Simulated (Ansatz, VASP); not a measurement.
## TiN: VASP beside Ansatz

```
Ti N
1.0
     0.00000    2.08597    2.08597
     2.08597    0.00000    2.08597
     2.08597    2.08597    0.00000
Ti N
1 1
Direct
  0.00000 0.00000 0.00000
  0.50000 0.50000 0.50000
```

Alike in both runs: functional LDA; k mesh 14 × 14 × 14; occupations gaussian, width 0.1 eV; no spin polarisation.

Ansatz relaxed the structure, and its values are those at the end. VASP's run is a single point on that final structure, the one shown.

```csv
,VASP,Ansatz
version,VASP 6.6.1,Ansatz 0.2.0
potentials or method,"VASP PAW LDA potentials, release 64 (Ti_sv, N), cutoff 520 eV","scalar-relativistic, plane waves, PAW"
valence electrons in the cell,17,17
```

```tsv
	VASP	Ansatz	Ansatz less VASP
gap on the k mesh at the Fermi level (eV)	none	none	-
pressure (GPa)	1.0	0.0	-1.02
```

Ansatz warns that its potentials were made for another functional, while VASP's fit it. LDA's correlation is that of Perdew and Zunger in VASP and of Perdew and Wang (1992) in Ansatz. A gap of «none» marks a metal or a gap that the smearing closes.
